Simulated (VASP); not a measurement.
Write the native input for VASP 6.6.1 that does the following.

* Task: single point
* Functional: PBE
* Potentials or basis: VASP PAW PBE potentials, release 64 (Cu_sv_GW, O)
* Cutoff: 820 eV
* k mesh: 5 × 5 × 5
* Occupations: fermi-dirac, width 0.05 eV
* Spin: no spin polarisation
* Dipole correction: no
* Further INCAR settings: ALGO = Normal; EDIFF = 1e-06; NBANDS = 46

The structure of CuO lies in POSCAR:

```
CuO
1.0
    4.1609370000      0.0000000000      0.0000000000
    0.0000000000      4.1609370000      0.0000000000
    0.0000000000      0.0000000000      3.8876430000
Cu O
3 3
Direct
    0.5000000000      0.0000000000      0.5000000000
    0.0000000000      0.5000000000      0.5000000000
    0.0000000000      0.0000000000      0.0000000000
    0.0000000000      0.0000000000      0.5000000000
    0.5000000000      0.0000000000      0.0000000000
    0.0000000000      0.5000000000      0.0000000000
```

The input as run:

INCAR

```
PREC = Accurate
ENCUT = 820
EDIFF = 1E-6
ISMEAR = -1
SIGMA = 0.05
LREAL = False
LASPH = True
NELM = 120
ALGO = Normal
ISIF = 2
LWAVE = False
LCHARG = True
GGA = PE
LELF = True
LVHAR = True
NBANDS = 46
GGA_COMPAT = False
```

KPOINTS

```
regular mesh
0
Gamma
  5 5 5
```

Potentials or basis: VASP PAW PBE potentials, release 64 (Cu_sv_GW, O).

Run with:

```sh
$ cat potpaw_PBE.64/Cu_sv_GW/POTCAR potpaw_PBE.64/O/POTCAR > POTCAR
$ mpirun -np 1 vasp_std > vasp.out
```

Results of the run:

- Pressure: 1.2 GPa
- Band gap on the k mesh: zero (an odd number of electrons rules out a gap without spin polarisation)

Caveat: an odd number of electrons without spin polarisation forces a metal; a magnetic or distorted state may lie lower; semilocal functionals often make such compounds metallic where correlation or magnetic order opens a gap, which also shifts bond lengths.

It took 99 s on 1 thread of Intel(R) Xeon(R) 6975P-C (Granite Rapids) (shared host), peak memory 0.3 GiB.
